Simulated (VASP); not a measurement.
# In (I4/mmm) in VASP: a series of runs

In is run at these levels: r2SCAN; tasks: single point, relaxation of cell and atoms.

Program: VASP 6.6.1. These are calculated values, not measurements. Logs are shortened: lines on timing, memory, paths and dates and some standing lists are left out, and cuts for length are marked.

## (1) The cell of the first run

Symmetry: I4/mmm, No. 139, tetragonal system. The conventional cell has a = 3.289 Å, b = 3.289 Å, c = 4.852 Å, α = 90.00°, β = 90.00°, γ = 90.00°. Within 4.3 Å of In (site symmetry 4/mmm) lie 12 In at 3.29 to 3.36 Å.

## (2) Single point, r2SCAN

POSCAR

```
In
1.0
   -1.6445424074      1.6445424074      2.4261495241
    1.6445424074     -1.6445424074      2.4261495241
    1.6445424074      1.6445424074     -2.4261495241
In
1
Direct
    0.0000000000      0.0000000000      0.0000000000
```

INCAR.step1

```
ALGO = Normal ; EDIFF = 1E-4
ENCUT = 520 ; GGA = PE
ISMEAR = -1 ; LASPH = True
LCHARG = False ; LREAL = False
LWAVE = True ; NBANDS = 12
NELM = 80 ; PREC = Accurate
SIGMA = 0.05
```

INCAR.step2

```
ALGO = Normal ; EDIFF = 1E-6
ENCUT = 520 ; ISIF = 2
ISMEAR = -1 ; ISTART = 1
LASPH = True ; LCHARG = True
LELF = True ; LMIXTAU = True
LREAL = False ; LVHAR = True
LWAVE = False ; METAGGA = R2SCAN
NBANDS = 12 ; NELM = 80
PREC = Accurate ; SIGMA = 0.05
```

KPOINTS

```
k-points
0
Gamma
  11 11 11
```

Potentials or basis: VASP PAW PBE potentials, release 64 (In_d).

On the command line:

```console
$ cat potpaw_PBE.64/In_d/POTCAR > POTCAR
$ cp INCAR.step1 INCAR
$ mpirun -np 1 vasp_std > vasp.out
$ cp INCAR.step2 INCAR
$ mpirun -np 1 vasp_std > vasp.out
```

OUTCAR:

```text
EDIFF = 1E-6
   ENCUT = 520
   ISIF = 2
   ISMEAR = -1
   ISTART = 1
   LASPH = True
   LREAL = False
   METAGGA = R2SCAN
   NELM = 80
   PREC = Accurate

 ion  position               nearest neighbor table
   1  0.000  0.000  0.000-

  LATTYP: Found a body centered tetragonal cell.
 ALAT       =     3.2890848148
 C/A-ratio  =     1.4752733120

  Lattice vectors:

 A1 = (  -1.6445424074,   1.6445424074,   2.4261495241)
 A2 = (   1.6445424074,  -1.6445424074,   2.4261495241)
 A3 = (   1.6445424074,   1.6445424074,  -2.4261495241)

Analysis of symmetry for initial positions (statically):
=====================================================================
 Subroutine PRICEL returns:
 Original cell was already a primitive cell.

 Routine SETGRP: Setting up the symmetry group for a
 body centered tetragonal supercell.

 Subroutine GETGRP returns: Found 16 space group operations
 (whereof 16 operations were pure point group operations)
 out of a pool of 16 trial point group operations.

The static configuration has the point symmetry D_4h.

Analysis of symmetry for dynamics (positions and initial velocities):
=====================================================================
 Subroutine PRICEL returns:
 Original cell was already a primitive cell.

 Routine SETGRP: Setting up the symmetry group for a
 body centered tetragonal supercell.

 Subroutine GETGRP returns: Found 16 space group operations
 (whereof 16 operations were pure point group operations)
 out of a pool of 16 trial point group operations.

The dynamic configuration has the point symmetry D_4h.

 Subroutine INISYM returns: Found 16 space group operations
 (whereof 16 operations are pure point group operations),
 and found     1 'primitive' translations

----------------------------------------------------------------------------------------

                                     Primitive cell

  volume of cell :      26.2463

  direct lattice vectors                    reciprocal lattice vectors
    -1.644542407  1.644542407  2.426149524     0.000000000  0.304035942  0.206087875
     1.644542407 -1.644542407  2.426149524     0.304035942  0.000000000  0.206087875
     1.644542407  1.644542407 -2.426149524     0.304035942  0.304035942  0.000000000

  length of vectors
     3.360839326  3.360839326  3.360839326     0.367301057  0.367301057  0.429971753

  position of ions in fractional coordinates (direct lattice)
     0.000000000  0.000000000  0.000000000

  ion indices of the primitive-cell ions
   primitive index   ion index
                 1           1

----------------------------------------------------------------------------------------

 KPOINTS: k-points

Automatic generation of k-mesh.
 Grid dimensions read from file:
 generate k-points for:   11   11   11

 Generating k-lattice:

  Cartesian coordinates                     Fractional coordinates (reciprocal lattice)
     0.000000000  0.027639631  0.018735261     0.090909091  0.000000000 -0.000000000
     0.027639631  0.000000000  0.018735261     0.000000000  0.090909091 -0.000000000
     0.027639631  0.027639631  0.000000000     0.000000000  0.000000000  0.090909091

  Length of vectors
     0.033391005  0.033391005  0.039088341

  Shift w.r.t. Gamma in fractional coordinates (k-lattice)
     0.000000000  0.000000000  0.000000000

 Subroutine IBZKPT returns following result:
 ===========================================

 Found    126 irreducible k-points:

 Following reciprocal coordinates:
            Coordinates               Weight
  0.000000  0.000000  0.000000      1.000000
  0.090909 -0.000000  0.000000      8.000000
  0.181818  0.000000 -0.000000      8.000000
  0.272727  0.000000  0.000000      8.000000
  0.363636  0.000000 -0.000000      8.000000
  0.454545  0.000000 -0.000000      8.000000
[... 16 lines left out ...]
 -0.272727  0.181818  0.000000     16.000000
 -0.181818  0.181818  0.000000      4.000000
 [... further k-points ...]
   k-points           NKPTS =    126   k-points in BZ     NKDIM =    126   number of bands    NBANDS=     12
   number of dos      NEDOS =    301   number of ions     NIONS =      1
   total plane-waves  NPLWV =  21952
   dimension x,y,z NGX =    28 NGY =   28 NGZ =   28
   dimension x,y,z NGXF=    56 NGYF=   56 NGZF=   56
   ions per type =               1
   NGX,Y,Z   is equivalent  to a cutoff of  13.85, 13.85, 13.85 a.u.
   NGXF,Y,Z  is equivalent  to a cutoff of  27.70, 27.70, 27.70 a.u.
 SYSTEM =  unknown system
   PREC   = accura    normal or accurate (medium, high low for compatibility)
   ISTART =      1    job   : 0-new  1-cont  2-samecut
   ICHARG =      0    charge: 1-file 2-atom 10-const
   ISPIN  =      1    spin polarized calculation?
   LNONCOLLINEAR =      F non collinear calculations
   LSORBIT =      F    spin-orbit coupling
   LASPH  =      T    aspherical Exc in radial PAW
   ENCUT  =  520.0 eV  38.22 Ry    6.18 a.u.   6.25  6.25  6.25*2*pi/ulx,y,z
   NELM   =     80;   NELMIN=  2; NELMDL=  0     # of ELM steps
   EDIFF  = 0.1E-05   stopping-criterion for ELM
   LREAL  =      F    real-space projection
   EDIFFG = 0.1E-04   stopping-criterion for IOM
   NSW    =      0    number of steps for IOM
   IBRION =     -1    ionic relax: 0-MD 1-quasi-New 2-CG
   NFREE  =      0    steps in history (QN), initial steepest desc. (CG)
   ISIF   =      2    stress and relaxation
   ISYM   =      2    0-nonsym 1-usesym 2-fastsym
   POTIM  = 0.5000    time-step for ionic-motion
   TEBEG  =    0.0;   TEEND  =   0.0 temperature during run
   PSTRESS=    0.0 pullay stress
   NELECT =      13.0000    total number of electrons
   NUPDOWN=      -1.0000    fix difference up-down
   EMIN   =  10.00;   EMAX   =-10.00  energy-range for DOS
   EFERMI =   0.00;   METHOD = LEGACY
   ISMEAR =    -1;   SIGMA  =   0.05  broadening in eV -4-tet -1-fermi 0-gaus
   EFERMI_NEDOS =   21; number of points for ismear=-14 and -15
   IALGO  =     38    algorithm
   IMIX   =      4    mixing-type and parameters
     AMIX     =   0.40;   BMIX     =  1.00
     AMIX_MAG =   1.60;   BMIX_MAG =  1.00
  volume/ion in A,a.u.               =      26.25       177.12
  Fermi-wavevector in a.u.,A,eV,Ry     =   1.295289  2.447741 22.827499  1.677774
  Thomas-Fermi vector in A             =   2.426818
   LORBIT       =      0    0 simple, 1 ext, 2 COOP (PROOUT), +10 PAW based schemes
   METAGGA = R2SCAN    functional components
   LHFCALC =     F    Hartree Fock is set to
   AEXX    =    0.0000 exact exchange contribution
   IVDW    =     0    specifies the selected vdW correction
   LEPSILON=     F    determine dielectric tensor
   LRPA    =     F    only Hartree local field effects (RPA)
 non-spin polarized calculation
  energy-cutoff  :      520.00
  volume of cell :       26.25
 maximum number of plane-waves:       718
 NGX is ok and might be reduce to    28
   NGX = 13   NGY = 13   NGZ = 13

 number of electron      13.0000003 magnetization

 Free energy of the ion-electron system (eV)
  ---------------------------------------------------
  ext. energy  EPLUGINS =         0.00000000
  ---------------------------------------------------
  free energy    TOTEN  =       -22.57414454 eV

  energy without entropy =      -22.56993412  energy(sigma->0) =      -22.57203933

 E-fermi :   7.4810     XC(G=0): -11.0619

 val. band max:        7.4625998852   @ k =  -0.1818   0.3636   0.0909
 cond. band min:       7.4819027197   @ k =   0.3636   0.3636  -0.0000
 fundamental gap:      0.0193028345
 Fermi energy:         7.4810077296

 k-point     1 :       0.0000    0.0000    0.0000
  band No.  band energies     occupation
      1      -7.8198      2.00000
      2      -7.7585      2.00000
      3      -7.7585      2.00000
      4      -7.6339      2.00000
      5      -7.5689      2.00000
      6      -2.5671      2.00000
      7      18.5888      0.00000
      8      18.5888      0.00000
      9      18.7267      0.00000
     10      19.5908      0.00000
     11      21.9335      0.00000
     12      22.0651      0.00000

 k-point     2 :       0.0909   -0.0000    0.0000
  band No.  band energies     occupation
      1      -7.8095      2.00000
      2      -7.7570      2.00000
      3      -7.7446      2.00000
      4      -7.6328      2.00000
      5      -7.5725      2.00000
      6      -2.3766      2.00000
      7      16.4451      0.00000
      8      18.2563      0.00000
      9      18.3037      0.00000
     10      19.3891      0.00000
     11      22.6028      0.00000
     12      22.6163      0.00000

 k-point     3 :       0.1818    0.0000   -0.0000
  band No.  band energies     occupation
      1      -7.8013      2.00000
      2      -7.7535      2.00000
      3      -7.7176      2.00000
      4      -7.6122      2.00000
      5      -7.5716      2.00000
      6      -1.7982      2.00000
      7      13.1510      0.00000
      8      17.4607      0.00000
      9      17.7649      0.00000
     10      19.3273      0.00000
     11      22.1472      0.00000
     12      23.7607      0.00000
[... 286 lines left out ...]
 k-point    23 :      -0.2727    0.1818    0.0000
  band No.  band energies     occupation
      1      -7.8527      2.00000
      2      -7.7076      2.00000
      3      -7.6493      2.00000
      4      -7.6268      2.00000
      5      -7.5294      2.00000
      6      -0.7886      2.00000
      7      12.4643      0.00000
      8      14.3615      0.00000
      9      15.5266      0.00000
     10      17.3785      0.00000
     11      18.5626      0.00000
     12      25.2478      0.00000

 k-point    24 :      -0.1818    0.1818    0.0000
  band No.  band energies     occupation
      1      -7.8304      2.00000
      2      -7.6953      2.00000
      3      -7.6665      2.00000
      4      -7.6652      2.00000
      5      -7.5674      2.00000
      6      -1.5162      2.00000
      7      15.0652      0.00000
      8      15.2571      0.00000
      9      16.1041      0.00000
     10      17.1882      0.00000
     11      19.3153      0.00000
     12      25.8057      0.00000

 [... further k-points ...]

------------------------ aborting loop because EDIFF is reached ----------------------------------------

  FORCE on cell =-STRESS in cart. coord.  units (eV):
  Direction    XX          YY          ZZ          XY          YZ          ZX
  --------------------------------------------------------------------------------------
  -------------------------------------------------------------------------------------
  Total        0.0013307      0.0013307      0.0070028      0.0000000      0.0000000      0.0000000
  in kB        0.0812293      0.0812293      0.4274760      0.0000000      0.0000000      0.0000000
  external PRESSURE =       0.1966449 kB  Pullay stress =       0.0000000 kB

 VOLUME and BASIS-vectors are now :
 -----------------------------------------------------------------------------
  energy-cutoff  :      520.00
  volume of cell :       26.25
      direct lattice vectors                 reciprocal lattice vectors
    -1.644542407  1.644542407  2.426149524     0.000000000  0.304035942  0.206087875
     1.644542407 -1.644542407  2.426149524     0.304035942  0.000000000  0.206087875
     1.644542407  1.644542407 -2.426149524     0.304035942  0.304035942  0.000000000

 POSITION                                       TOTAL-FORCE (eV/Angst)
 -----------------------------------------------------------------------------------
      0.00000      0.00000      0.00000         0.000000      0.000000      0.000000
 -----------------------------------------------------------------------------------
    total drift:                                0.000000      0.000000      0.000000

  FREE ENERGIE OF THE ION-ELECTRON SYSTEM (eV)
  ---------------------------------------------------
  free  energy   TOTEN  =       -22.5741445445 eV

  energy  without entropy=      -22.5699341180  energy(sigma->0) =      -22.57203933
```

It took 2 min on 1 thread of AMD EPYC 9R45 (Zen 5), shared host; peak memory 0.16 GiB.

What came out:

- Free energy: -22.5741 eV
- Pressure: 0.0 GPa
- Band gap on the k mesh: zero (an odd number of electrons rules out a gap without spin polarisation)

Caveat: the PAW data sets were made with another functional, which shifts forces and pressure a little; spin-orbit coupling is left out, which moves the levels of the heavy elements.

## (3) Relaxation of cell and atoms, r2SCAN

This run uses another cell than the first one, of 26.14 Å³/atom.

POSCAR

```
In
1.0
   -1.6254700000      1.6254700000      2.4737000000
    1.6254700000     -1.6254700000      2.4737000000
    1.6254700000      1.6254700000     -2.4737000000
In
1
Direct
    0.0000000000      0.0000000000      0.0000000000
```

INCAR.step1

```
SYSTEM = In
  PREC = Accurate
  ENCUT = 600
  ISMEAR = -1
  SIGMA = 0.05
  LREAL = .False.
  LASPH = .True.
  NELM = 100
  GGA = PE
  ALGO = Normal
  EDIFF = 1E-4
  LWAVE = .True.
  LCHARG = .False.
```

INCAR.step2

```
SYSTEM = In
  PREC = Accurate
  ENCUT = 600
  EDIFF = 1E-6
  ISMEAR = -1
  SIGMA = 0.05
  LREAL = .False.
  LASPH = .True.
  NELM = 100
  ALGO = Normal
  ISIF = 3
  LWAVE = .False.
  LCHARG = .False.
  METAGGA = R2SCAN
  LMIXTAU = .True.
  IBRION = 2
  NSW = 60
  EDIFFG = -0.01
  ISTART = 1
```

KPOINTS

```
Automatic mesh
0
Gamma
  11 11 11
  0 0 0
```

Potentials or basis: VASP PAW PBE potentials, release 64 (In_d).

On the command line:

```console
$ cat potpaw_PBE.64/In_d/POTCAR > POTCAR
$ cp INCAR.step1 INCAR
$ mpirun -np 1 vasp_std > vasp.out
$ cp INCAR.step2 INCAR
$ mpirun -np 1 vasp_std > vasp.out
```

Wall time 16 min (1 thread of AMD EPYC 9R45 (Zen 5), shared host); peak memory 0.18 GiB.

Results (log left out):

| Quantity | Value |
| --- | --- |
| Free energy | -22.5750 eV |
| Relaxed volume | 26.29 Å³/atom |
| Relaxed cell | a = 3.363 Å, b = 3.363 Å, c = 3.363 Å, α = 121.45°, β = 121.45°, γ = 87.51° |
| Space group after relaxing (to 0.1 Å) | I4/mmm (No. 139) |
| Energy gained by relaxing | 1.3 meV/atom |
| Ionic steps | 12 |
| Pressure after relaxing | 0.0 GPa |
| Band gap on the k mesh | zero (an odd number of electrons rules out a gap without spin polarisation) |

The path:
| step | energy change (eV) | largest force (eV/Å) | pressure (GPa) | volume (Å³) |
| --- | --- | --- | --- | --- |
| 1 | 0.0000 | 0.0000 | 0.31 | 26.14 |
| 2 | -0.0003 | 0.0000 | -0.02 | 26.34 |
| 3 | -0.0003 | 0.0000 | -0.08 | 26.39 |
| 4 | -0.0003 | 0.0000 | -0.12 | 26.41 |
| 5 | -0.0005 | 0.0000 | -0.13 | 26.40 |
| 6 | -0.0012 | 0.0000 | -0.13 | 26.37 |
| 7 | -0.0007 | 0.0000 | -0.04 | 26.30 |
| 8 | -0.0011 | 0.0000 | -0.06 | 26.33 |
| 9 | -0.0013 | 0.0000 | -0.10 | 26.35 |
| 10 | -0.0013 | 0.0000 | -0.12 | 26.35 |
| 11 | -0.0013 | 0.0000 | 0.15 | 26.20 |
| 12 | -0.0013 | 0.0000 | -0.01 | 26.29 |

Final structure:
```xyz
1
Lattice="-1.6448 1.6448 2.4294 1.6448 -1.6448 2.4294 1.6448 1.6448 -2.4294" Properties=species:S:1:pos:R:3 pbc="T T T"
In    0.0000    0.0000    0.0000
```

Levels at points of the mesh, in eV from the Fermi level:
| k point | band 3 | band 4 | band 5 | band 6 | band 7 | band 8 | band 9 | band 10 |
| --- | --- | --- | --- | --- | --- | --- | --- | --- |
| (0.00, 0.00, 0.00) | -15.24 | -15.12 | -15.05 | -10.04 | 11.09 | 11.09 | 11.23 | 12.11 |

Caveat: the PAW data sets were made with another functional, which shifts forces and pressure a little; spin-orbit coupling is left out, which moves the levels of the heavy elements. Zero-point motion and thermal expansion aren't in these numbers.

(Part 1 of 2 ends here.)
